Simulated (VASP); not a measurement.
# ZnO (P4/mmm) in VASP: notebook

The runs below take ZnO through single point, relaxation of cell and atoms, with PBE.

Everything below comes from runs of VASP 6.6.1. Logs are shortened: lines on timing, memory, paths and dates and some standing lists are left out, and cuts for length are marked.

### 1 The cell of the first run

It takes space group P4/mmm (No. 123, tetragonal). The conventional cell has a = 4.042 Å, b = 4.042 Å, c = 3.454 Å, α = 90.00°, β = 90.00°, γ = 90.00°. Within 2.3 Å of Zn (site symmetry 4/mmm) lie 2 O at 1.73 Å. O (site symmetry 4/mmm) has 2 Zn at 1.73 Å within 2.3 Å.

The cell was built from a structure type or drawn by symmetry, and may not be a known phase.

### 2 Single point, PBE

The input, INCAR:

```
  PREC = Accurate
  ENCUT = 520
  EDIFF = 1E-6
  ISMEAR = 0
  SIGMA = 0.1
  LREAL = False
  LASPH = True
  NELM = 60
  ALGO = Normal
  ISIF = 2
  LWAVE = False
  LCHARG = False
  GGA = PE
  NBANDS = 26
```

The input, KPOINTS:

```
Automatic mesh
0
Gamma
  6 6 6
```

The input, POSCAR:

```
ZnO
1.0
   -2.8578850855      2.8578850855      3.4539712180
    2.8578850855     -2.8578850855      3.4539712180
    2.8578850855      2.8578850855     -3.4539712180
Zn O
2 2
Direct
    0.0000000000      0.0000000000      0.0000000000
    0.5000000000      0.5000000000      0.0000000000
    0.2499999894      0.2499999894      0.0000000000
    0.7500000106      0.7500000106      0.0000000000
```

Potentials or basis: VASP PAW PBE potentials, release 64 (Zn, O).

Run with:

```console
$ cat potpaw_PBE.64/Zn/POTCAR potpaw_PBE.64/O/POTCAR > POTCAR
$ mpirun -np 1 vasp_std > vasp.out
```

OUTCAR:

```text
PREC = Accurate
   ENCUT = 520
   EDIFF = 1E-6
   ISMEAR = 0
   LREAL = False
   LASPH = True
   NELM = 60
   ISIF = 2
   GGA = PE

 ion  position               nearest neighbor table
   1  0.000  0.000  0.000-   3 1.73   4 1.73
   2  0.500  0.500  0.000-   3 1.73   4 1.73
   3  0.250  0.250  0.000-   1 1.73   2 1.73
   4  0.750  0.750  0.000-   1 1.73   2 1.73

  LATTYP: Found a body centered tetragonal cell.
 ALAT       =     5.7157701710
 C/A-ratio  =     1.2085759625

  Lattice vectors:

 A1 = (  -2.8578850855,   2.8578850855,   3.4539712180)
 A2 = (   2.8578850855,  -2.8578850855,   3.4539712180)
 A3 = (   2.8578850855,   2.8578850855,  -3.4539712180)

Analysis of symmetry for initial positions (statically):
=====================================================================
 Subroutine PRICEL returns following result:

  LATTYP: Found a simple tetragonal cell.
 ALAT       =     4.0416598476
 C/A-ratio  =     0.8545922587

  Lattice vectors:

 A1 = (   2.8578850855,  -2.8578850855,   0.0000000000)
 A2 = (   2.8578850855,   2.8578850855,   0.0000000000)
 A3 = (   0.0000000000,   0.0000000000,   3.4539712180)

   2 primitive cells build up your supercell.

 Routine SETGRP: Setting up the symmetry group for a
 body centered tetragonal supercell.

 Subroutine GETGRP returns: Found 16 space group operations
 (whereof 16 operations were pure point group operations)
 out of a pool of 16 trial point group operations.

The static configuration has the point symmetry D_4h.

Analysis of symmetry for dynamics (positions and initial velocities):
=====================================================================
 Subroutine PRICEL returns following result:

  LATTYP: Found a simple tetragonal cell.
 ALAT       =     4.0416598476
 C/A-ratio  =     0.8545922587

  Lattice vectors:

 A1 = (   2.8578850855,  -2.8578850855,   0.0000000000)
 A2 = (   2.8578850855,   2.8578850855,   0.0000000000)
 A3 = (   0.0000000000,   0.0000000000,   3.4539712180)

   2 primitive cells build up your supercell.

 Routine SETGRP: Setting up the symmetry group for a
 body centered tetragonal supercell.

 Subroutine GETGRP returns: Found 16 space group operations
 (whereof 16 operations were pure point group operations)
 out of a pool of 16 trial point group operations.

The dynamic configuration has the point symmetry D_4h.

 Subroutine INISYM returns: Found 16 space group operations
 (whereof 16 operations are pure point group operations),
 and found     2 'primitive' translations

----------------------------------------------------------------------------------------

                                     Primitive cell

  volume of cell :      56.4207

  direct lattice vectors                    reciprocal lattice vectors
     2.857885085 -2.857885085  0.000000000     0.174954550 -0.174954550  0.000000000
     2.857885085  2.857885085  0.000000000     0.174954550  0.174954550  0.000000000
     0.000000000  0.000000000  3.453971218     0.000000000  0.000000000  0.289521810

  length of vectors
     4.041659848  4.041659848  3.453971218     0.247423098  0.247423098  0.289521810

  position of ions in fractional coordinates (direct lattice)
     0.000000000  0.000000000  0.000000000
     0.000000000  0.000000000  0.499999979

  ion indices of the primitive-cell ions
   primitive index   ion index
                 1           1
                 2           3

----------------------------------------------------------------------------------------

 KPOINTS: Automatic mesh

Automatic generation of k-mesh.
 Grid dimensions read from file:
 generate k-points for:    6    6    6

 Generating k-lattice:

  Cartesian coordinates                     Fractional coordinates (reciprocal lattice)
     0.000000000  0.029159092  0.024126818     0.166666667  0.000000000  0.000000000
     0.029159092  0.000000000  0.024126818     0.000000000  0.166666667  0.000000000
     0.029159092  0.029159092  0.000000000     0.000000000  0.000000000  0.166666667

  Length of vectors
     0.037846479  0.037846479  0.041237183

  Shift w.r.t. Gamma in fractional coordinates (k-lattice)
     0.000000000  0.000000000  0.000000000

 Subroutine IBZKPT returns following result:
 ===========================================

 Found     30 irreducible k-points:

 Following reciprocal coordinates:
            Coordinates               Weight
  0.000000  0.000000  0.000000      1.000000
  0.166667  0.000000  0.000000      8.000000
  0.333333 -0.000000  0.000000      8.000000
  0.500000 -0.000000  0.000000      4.000000
  0.166667  0.166667  0.000000      8.000000
  0.333333  0.166667  0.000000     16.000000
[... 16 lines left out ...]
 -0.333333 -0.333333  0.166667      8.000000
 -0.166667 -0.333333  0.166667      8.000000
 [... further k-points ...]
   k-points           NKPTS =     30   k-points in BZ     NKDIM =     30   number of bands    NBANDS=     26
   number of dos      NEDOS =    301   number of ions     NIONS =      4
   total plane-waves  NPLWV =  64000
   dimension x,y,z NGX =    40 NGY =   40 NGZ =   40
   dimension x,y,z NGXF=    80 NGYF=   80 NGZF=   80
   ions per type =               2   2
   NGX,Y,Z   is equivalent  to a cutoff of  12.51, 12.51, 12.51 a.u.
   NGXF,Y,Z  is equivalent  to a cutoff of  25.02, 25.02, 25.02 a.u.
 SYSTEM =  unknown system
   PREC   = accura    normal or accurate (medium, high low for compatibility)
   ISTART =      0    job   : 0-new  1-cont  2-samecut
   ICHARG =      2    charge: 1-file 2-atom 10-const
   ISPIN  =      1    spin polarized calculation?
   LNONCOLLINEAR =      F non collinear calculations
   LSORBIT =      F    spin-orbit coupling
   LASPH  =      T    aspherical Exc in radial PAW
   ENCUT  =  520.0 eV  38.22 Ry    6.18 a.u.   9.89  9.89  9.89*2*pi/ulx,y,z
   NELM   =     60;   NELMIN=  2; NELMDL= -5     # of ELM steps
   EDIFF  = 0.1E-05   stopping-criterion for ELM
   LREAL  =      F    real-space projection
   EDIFFG = 0.1E-04   stopping-criterion for IOM
   NSW    =      0    number of steps for IOM
   IBRION =     -1    ionic relax: 0-MD 1-quasi-New 2-CG
   NFREE  =      0    steps in history (QN), initial steepest desc. (CG)
   ISIF   =      2    stress and relaxation
   ISYM   =      2    0-nonsym 1-usesym 2-fastsym
   POTIM  = 0.5000    time-step for ionic-motion
   TEBEG  =    0.0;   TEEND  =   0.0 temperature during run
   PSTRESS=    0.0 pullay stress
   NELECT =      36.0000    total number of electrons
   NUPDOWN=      -1.0000    fix difference up-down
   EMIN   =  10.00;   EMAX   =-10.00  energy-range for DOS
   EFERMI =   0.00;   METHOD = LEGACY
   ISMEAR =     0;   SIGMA  =   0.10  broadening in eV -4-tet -1-fermi 0-gaus
   EFERMI_NEDOS =   21; number of points for ismear=-14 and -15
   IALGO  =     38    algorithm
   IMIX   =      4    mixing-type and parameters
     AMIX     =   0.40;   BMIX     =  1.00
     AMIX_MAG =   1.60;   BMIX_MAG =  1.00
  volume/ion in A,a.u.               =      28.21       190.37
  Fermi-wavevector in a.u.,A,eV,Ry     =   1.118629  2.113903 17.025404  1.251332
  Thomas-Fermi vector in A             =   2.255262
   LORBIT       =      0    0 simple, 1 ext, 2 COOP (PROOUT), +10 PAW based schemes
   GGA     = PE    functional components
   LHFCALC =     F    Hartree Fock is set to
   AEXX    =    0.0000 exact exchange contribution
   IVDW    =     0    specifies the selected vdW correction
   LEPSILON=     F    determine dielectric tensor
   LRPA    =     F    only Hartree local field effects (RPA)
 non-spin polarized calculation
 Gauss-broadening in eV      SIGMA  =   0.10
  energy-cutoff  :      520.00
  volume of cell :      112.84
 maximum number of plane-waves:      3065
   NGX = 19   NGY = 19   NGZ = 19

 number of electron      36.0000030 magnetization

 Free energy of the ion-electron system (eV)
  ---------------------------------------------------
  ext. energy  EPLUGINS =         0.00000000
  ---------------------------------------------------
  free energy    TOTEN  =       -14.95127727 eV

  energy without entropy =      -14.95127727  energy(sigma->0) =      -14.95127727

 E-fermi :  -2.3678     XC(G=0):  -6.4862

 val. band max:       -2.7854805334   @ k =   0.5000   0.5000   0.0000
 cond. band min:      -1.4435643475   @ k =   0.0000   0.0000   0.0000
 fundamental gap:      1.3419161859
 Fermi energy:        -2.3677594112

 k-point     1 :       0.0000    0.0000    0.0000
  band No.  band energies     occupation
      1     -20.0748      2.00000
      2     -19.2813      2.00000
      3     -10.9264      2.00000
      4      -8.9664      2.00000
      5      -8.9664      2.00000
      6      -8.5159      2.00000
[... 18 lines left out ...]
     25       6.5938      0.00000
     26       6.5959      0.00000

 k-point     2 :       0.1667    0.0000    0.0000
  band No.  band energies     occupation
      1     -20.0281      2.00000
      2     -19.3427      2.00000
      3     -10.7546      2.00000
      4      -8.9315      2.00000
      5      -8.9310      2.00000
      6      -8.5103      2.00000
[... 18 lines left out ...]
     25       6.2239      0.00000
     26       7.5107      0.00000

 k-point     3 :       0.3333   -0.0000    0.0000
  band No.  band energies     occupation
      1     -19.8966      2.00000
      2     -19.5028      2.00000
      3     -10.2726      2.00000
      4      -8.8330      2.00000
      5      -8.8315      2.00000
      6      -8.7951      2.00000
[... 572 lines left out ...]
 k-point    23 :      -0.3333   -0.3333    0.1667
  band No.  band energies     occupation
      1     -19.8709      2.00000
      2     -19.5276      2.00000
      3     -10.2803      2.00000
      4      -8.8110      2.00000
      5      -8.7964      2.00000
      6      -8.7662      2.00000
[... 18 lines left out ...]
     25       5.6711      0.00000
     26       5.7488      0.00000

 k-point    24 :      -0.1667   -0.3333    0.1667
  band No.  band energies     occupation
      1     -19.7246      2.00000
      2     -19.6895      2.00000
      3      -9.5786      2.00000
      4      -9.5642      2.00000
      5      -8.7048      2.00000
      6      -8.7044      2.00000
[... 18 lines left out ...]
     25       5.7005      0.00000
     26       6.3415      0.00000

 [... further k-points ...]

------------------------ aborting loop because EDIFF is reached ----------------------------------------

  FORCE on cell =-STRESS in cart. coord.  units (eV):
  Direction    XX          YY          ZZ          XY          YZ          ZX
  --------------------------------------------------------------------------------------
  -------------------------------------------------------------------------------------
  Total        0.2356207      0.2356207      1.4813434      0.0000000      0.0000000      0.0000000
  in kB        3.3454603      3.3454603     21.0328488      0.0000000      0.0000000      0.0000000
  external PRESSURE =       9.2412565 kB  Pullay stress =       0.0000000 kB

 VOLUME and BASIS-vectors are now :
 -----------------------------------------------------------------------------
  energy-cutoff  :      520.00
  volume of cell :      112.84
      direct lattice vectors                 reciprocal lattice vectors
    -2.857885085  2.857885085  3.453971218     0.000000000  0.174954550  0.144760905
     2.857885085 -2.857885085  3.453971218     0.174954550  0.000000000  0.144760905
     2.857885085  2.857885085 -3.453971218     0.174954550  0.174954550  0.000000000

 POSITION                                       TOTAL-FORCE (eV/Angst)
 -----------------------------------------------------------------------------------
      0.00000      0.00000      0.00000         0.000000      0.000000      0.000000
      0.00000      0.00000      3.45397         0.000000      0.000000      0.000000
      0.00000      0.00000      1.72699        -0.000000     -0.000000     -0.000000
      0.00000      0.00000      5.18096        -0.000000     -0.000000     -0.000000
 -----------------------------------------------------------------------------------
    total drift:                                0.000000      0.000000      0.000000

  FREE ENERGIE OF THE ION-ELECTRON SYSTEM (eV)
  ---------------------------------------------------
  free  energy   TOTEN  =       -14.9512772679 eV

  energy  without entropy=      -14.9512772678  energy(sigma->0) =      -14.95127727
```

It took 44 s on 1 thread of AMD EPYC 9R45 (Zen 5), shared host; peak memory 0.24 GiB.

What came out:

- Free energy: -14.9513 eV
- Pressure: 0.9 GPa
- Band gap on the k mesh: 1.34 eV

A k mesh can miss the band edges.

### 3 Relaxation of cell and atoms, PBE

This run uses another cell than the first one: it holds 2 atoms, not 4.

The input, INCAR:

```
PREC = Accurate
ENCUT = 600
EDIFF = 1E-7
ISMEAR = 0
SIGMA = 0.02
LREAL = False
LASPH = True
NELM = 60
ALGO = Normal
ISIF = 3
LWAVE = False
LCHARG = False
GGA = PE
IBRION = 2
NSW = 100
EDIFFG = -0.01
```

The input, KPOINTS:

```
regular mesh
0
Gamma
  6 6 8
```

The input, POSCAR:

```
ZnO
1.0
    4.7114356405      0.0000000000      0.0000000000
    0.0000000000      4.7114356405      0.0000000000
    0.0000000000      0.0000000000      3.4588529927
Zn O
1 1
Direct
    0.0000000000      0.0000000000      0.0000000000
    0.0000000000      0.0000000000      0.5000000000
```

Potentials or basis: VASP PAW PBE potentials, release 64 (Zn, O).

Run with:

```console
$ cat potpaw_PBE.64/Zn/POTCAR potpaw_PBE.64/O/POTCAR > POTCAR
$ mpirun -np 1 vasp_std > vasp.out
```

It took 3.3 min on 1 thread of AMD EPYC 9R45 (Zen 5), shared host; peak memory 0.22 GiB.

Results (log left out):

| Item | Value |
| --- | --- |
| Free energy | -7.5021 eV |
| Relaxed volume | 34.07 Å³/atom |
| Relaxed cell | a = 4.430 Å, b = 4.430 Å, c = 3.471 Å, α = 90.00°, β = 90.00°, γ = 90.00° |
| Space group after relaxing (to 0.1 Å) | P4/mmm (No. 123) |
| Energy gained by relaxing | 1.6 meV/atom |
| Ionic steps | 14 |
| Pressure after relaxing | 0.0 GPa |
| Band gap on the k mesh | 1.63 eV (least direct gap 3.06 eV) |

The path:
```tsv
step	energy change (eV)	largest force (eV/Å)	pressure (GPa)	volume (Å³)
1	0.0000	0.0000	0.39	76.78
2	0.0079	0.0000	-1.16	77.81
3	-0.0012	0.0000	-0.04	77.05
4	-0.0012	0.0000	-0.03	77.05
5	-0.0012	0.0000	-0.03	76.96
6	-0.0013	0.0000	-0.03	76.72
7	-0.0015	0.0000	-0.02	76.24
8	-0.0018	0.0000	-0.01	75.27
9	-0.0023	0.0000	-0.02	73.36
10	-0.0031	0.0000	0.01	69.62
11	-0.0016	0.0000	0.11	62.42
12	-0.0033	0.0000	0.03	68.14
13	0.0014	0.0000	-0.89	67.93
14	-0.0033	0.0000	-0.01	68.13
```

Final structure:
```
CELL_PARAMETERS angstrom
4.43046 0.00000 0.00000
0.00000 4.43046 0.00000
0.00000 0.00000 3.47097
ATOMIC_POSITIONS crystal
Zn 0.00000 0.00000 0.00000
O 0.00000 0.00000 0.50000
```

Levels at points of the mesh, in eV from the valence-band top:
```
           k point  band 5  band 6  band 7  band 8  band 9  band 10  band 11  band 12  band 13
(0.00, 0.00, 0.00)   -5.49   -4.99   -3.30   -1.43   -1.43     1.63     8.53     8.57     8.57
(0.50, 0.00, 0.00)   -5.49   -4.93   -3.29   -1.85   -1.40     2.80     4.79     9.38     9.86
(0.50, 0.50, 0.00)   -5.50   -4.88   -3.28   -1.76   -1.76     3.93     5.94     5.94     6.46
(0.00, 0.00, 0.50)   -5.61   -5.58   -3.14   -0.02   -0.02     5.74     6.77     7.35     7.35
(0.50, 0.00, 0.50)   -5.59   -5.59   -2.96   -0.19    0.00     4.58     6.99     7.77     8.96
(0.50, 0.50, 0.50)   -5.60   -5.57   -2.80   -0.16   -0.16     5.24     5.24     8.37     9.27
```

(Part 1 of 3 ends here.)
